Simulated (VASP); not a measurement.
# W (P4/nmm) in VASP: a series of runs, part 2 of 2

VASP 6.6.1.

## (3) Single point, LDA (atoms displaced along a vibrational mode)

INCAR

```
SYSTEM = W
ALGO     = Normal         ! electronic algorithm
EDIFF    = 1E-6           ! SCF threshold, eV
ENCUT    = 500            ! plane-wave cutoff, eV
GGA      = CA             ! functional
GGA_COMPAT= .False.      
ISIF     = 2              ! what is computed and relaxed
ISMEAR   = 0              ! smearing method
LASPH    = .True.         ! aspherical terms in the spheres
LCHARG   = .False.        ! write CHGCAR
LREAL    = .False.        ! projectors in reciprocal space
LWAVE    = .False.        ! write WAVECAR
NBANDS   = 21             ! bands
NELM     = 120            ! most SCF steps
PREC     = Accurate       ! precision mode
SIGMA    = 0.15           ! smearing width, eV
```

KPOINTS

```
k-points
0
Gamma
  16 16 12
  0 0 0
```

POSCAR

```
W
1.0
    0.0000000000     -1.9864787844     -1.9864787844
    0.0000000000      1.9864787844     -1.9864787844
    3.9729575688      0.0000000000      0.0000000000
W
2
Direct
    0.5000000000      0.5000000000      0.4897305724
    0.0000000000      0.0000000000      0.0102694276
```

Potentials or basis: VASP PAW LDA potentials, release 64 (W_sv).

The run is started by

```console
cat potpaw_LDA.64/W_sv/POTCAR > POTCAR
mpirun -np 1 vasp_std > vasp.out
```

OUTCAR:

```text
SYSTEM = W
   EDIFF = 1E-6
   ENCUT = 500
   GGA = CA
   ISIF = 2
   ISMEAR = 0
   LASPH = .True.
   LREAL = .False.
   NELM = 120
   PREC = Accurate

 ion  position               nearest neighbor table
   1  0.500  0.500  0.490-   2 2.75   2 2.75   2 2.75   2 2.75   2 2.87   2 2.87   2 2.87   2 2.87

   2  0.000  0.000  0.010-   1 2.75   1 2.75   1 2.75   1 2.75   1 2.87   1 2.87   1 2.87   1 2.87

  LATTYP: Found a simple tetragonal cell.
 ALAT       =     2.8093052383
 C/A-ratio  =     1.4142135624

[... 768 lines left out ...]

  FORCE on cell =-STRESS in cart. coord.  units (eV):
  Direction    XX          YY          ZZ          XY          YZ          ZX
  --------------------------------------------------------------------------------------
  -------------------------------------------------------------------------------------
  Total        0.0380078      0.7319352      0.7319352      0.0000000      0.0000000     -0.0000000
  in kB        1.9421020     37.3999862     37.3999862      0.0000000      0.0000000     -0.0000000
  external PRESSURE =      25.5806915 kB  Pullay stress =       0.0000000 kB

 VOLUME and BASIS-vectors are now :
 -----------------------------------------------------------------------------
  energy-cutoff  :      500.00
  volume of cell :       31.36
      direct lattice vectors                 reciprocal lattice vectors
     0.000000000 -1.986478784 -1.986478784     0.000000000 -0.251701656 -0.251701656
     0.000000000  1.986478784 -1.986478784     0.000000000  0.251701656 -0.251701656
     3.972957569  0.000000000  0.000000000     0.251701656  0.000000000  0.000000000

 POSITION                                       TOTAL-FORCE (eV/Angst)
 -----------------------------------------------------------------------------------
      1.94568      0.00000     -1.98648         1.308544     -0.000000     -0.000000
      0.04080      0.00000      0.00000        -1.308544      0.000000      0.000000
 -----------------------------------------------------------------------------------
    total drift:                                0.000000      0.000000     -0.000000

  FREE ENERGIE OF THE ION-ELECTRON SYSTEM (eV)
  ---------------------------------------------------
  free  energy   TOTEN  =       -27.1813455333 eV

  energy  without entropy=      -27.1555457954  energy(sigma->0) =      -27.16844566
```

OSZICAR:

```text
N       E                     dE             d eps       ncg     rms          rms(c)
DAV:   1     0.262065413244E+03    0.26207E+03   -0.15416E+04 13254   0.151E+03
DAV:   2    -0.198037204842E+02   -0.28187E+03   -0.27458E+03 14287   0.449E+02
DAV:   3    -0.283553841320E+02   -0.85517E+01   -0.83643E+01 15240   0.773E+01
DAV:   4    -0.284362689235E+02   -0.80885E-01   -0.80758E-01 14355   0.789E+00
DAV:   5    -0.284370633650E+02   -0.79444E-03   -0.79443E-03 15201   0.816E-01    0.296E+01
DAV:   6    -0.274420715993E+02    0.99499E+00   -0.11494E+00 14767   0.100E+01    0.119E+01
DAV:   7    -0.271914370767E+02    0.25063E+00   -0.56878E-01 15080   0.641E+00    0.576E-01
DAV:   8    -0.271814477674E+02    0.99893E-02   -0.12549E-02 13970   0.124E+00    0.836E-02
DAV:   9    -0.271813358573E+02    0.11191E-03   -0.25791E-04 15440   0.137E-01    0.445E-02
DAV:  10    -0.271813456863E+02   -0.98290E-05   -0.14605E-05 14558   0.463E-02    0.582E-03
DAV:  11    -0.271813455333E+02    0.15304E-06   -0.12574E-06 10061   0.119E-02
   1 F= -.27181346E+02 E0= -.27168446E+02  d E =-.257997E-01
```

Wall time 2.2 min (1 thread of Intel Xeon 8259CL, shared host); peak memory 0.25 GiB.

Results:

```yaml
Free_energy: -27.1813 eV
Pressure: 2.6 GPa
Largest_force: 1.309 eV/Å
Band_gap_on_the_k_mesh: zero (bands 14 and 15 overlap by 3.92 eV)
```

Forces on the atoms (eV/Å):
```
W    1.309  0.000  0.000
W   -1.309  0.000  0.000
```

Caveat: the cell differs from its parent crystal (atoms displaced along a vibrational mode); spin-orbit coupling is left out, which moves the levels of the heavy elements; forces of over 1 eV/Å act on the atoms, so gaps and moduli don't describe the material at rest.
